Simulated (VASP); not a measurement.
Runs of VASP 6.6.1 on H. The structure is that of space group I4/mmm (No. 139), or close to it. The cells are those of the table. 

| cell | gap on the mesh (eV) | pressure (GPa) | largest force (eV/Å) |
| --- | --- | --- | --- |
| a = 3.289 Å, angles 123.8, 123.8, 83.6°, 2 atoms | 7.55 | -6.6 | 3.33 |
| a = 3.236 Å, angles 121.1, 121.1, 88.2°, 2 atoms | (b) | -4.8 | (a) |
| a = 3.191 Å, angles 118.2, 118.2, 93.1°, 2 atoms | 9.27 | -2.7 | 1.51 |
| a = 3.145 Å, angles 113.9, 113.9, 100.9°, 2 atoms | 9.87 | 1.3 | (c) |
| a = 3.137 Å, angles 112.7, 112.7, 103.3°, 2 atoms | 10.09 | 2.6 | (d) |

Alike in all rows: task single point; level r2SCAN; potentials or basis VASP PAW PBE potentials, release 64 (H); no spin polarisation; k mesh 10 × 10 × 10; cutoff (eV) 520; smearing gaussian 0.05 eV.

**Question.** Fill in the values left out.

**Answer.** (a) 2.57; (b) 8.52; (c) 0.76; (d) 1.65.

Caveats: the PAW data sets were made with another functional, which shifts forces and pressure a little.

A k mesh can miss the band edges.
